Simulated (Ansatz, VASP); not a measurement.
# Os2C3 in VASP and in Ansatz

```
CELL_PARAMETERS angstrom
3.29585 0.00000 0.00000
-1.64793 2.85429 0.00000
0.00000 0.00000 5.12781
ATOMIC_POSITIONS crystal
Os 0.33333 0.66667 0.24500
Os 0.66667 0.33333 0.75500
C 0.00000 0.00000 0.00000
C 0.33333 0.66667 0.64500
C 0.66667 0.33333 0.35500
```

Alike in both runs: task relaxation of cell and atoms; functional PBE; k mesh 6 × 6 × 4; occupations gaussian, width 0.1 eV; no spin polarisation.

|  | VASP | Ansatz |
| --- | --- | --- |
| version | VASP 6.6.1 | Ansatz 0.2.0 |
| potentials or method | VASP PAW PBE potentials, release 64 (Os, C), cutoff 600 eV | scalar-relativistic, plane waves, PAW |
| valence electrons in the cell | 28 | 44 |

VASP gave:

| Quantity | Value |
| --- | --- |
| gap on the k mesh at the Fermi level, each at its own relaxed structure (eV) | none |
| relaxed volume (Å³/atom) | 10.54 |
| relaxed cell length with the largest relative difference (Å) | 3.315 |

**Question.** What did Ansatz give for the same quantities?

**Answer.** gap on the k mesh at the Fermi level, each at its own relaxed structure (eV): none; relaxed volume (Å³/atom): 10.47; relaxed cell length with the largest relative difference (Å): 3.308.

A gap of «none» marks a metal or a gap that the smearing closes. VASP's potentials hold 28 valence electrons a cell and Ansatz's 44, so a difference there can come from the potentials and not from the codes.

The k mesh is coarse, so the values compare programs but aren't converged. Spin-orbit coupling is off throughout.
